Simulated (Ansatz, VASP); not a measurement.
**One calculation of BaO, two programs**

```
CELL_PARAMETERS angstrom
0.00000 2.70338 2.70338
2.70338 0.00000 2.70338
2.70338 2.70338 0.00000
ATOMIC_POSITIONS crystal
Ba 0.00000 0.00000 0.00000
O 0.50000 0.50000 0.50000
```

Change from the starting cell: volume scaled by 0.95, PAW files.

Alike in both runs: task electric field gradients; functional PBE; k mesh 9 × 9 × 9; occupations fermi-dirac, width 0.02 eV; no spin polarisation.

|  | VASP | Ansatz |
| --- | --- | --- |
| version | VASP 6.6.1 | Ansatz 0.2.0 |
| potentials or method | VASP PAW PBE potentials, release 64 (Ba_sv, O) | PAW with Ansatz's default frozen-core files, scalar-relativistic |
| plane-wave cutoff (eV) | 520 | 420 |
| valence electrons in the cell | 16 | 16 |

```csv
,VASP,Ansatz,Ansatz less VASP
gap on the k mesh at the Fermi level (eV),1.79,1.86,+0.075
pressure (GPa),10.1,7.8,-2.29
```

Neither program's run includes spin-orbit coupling.
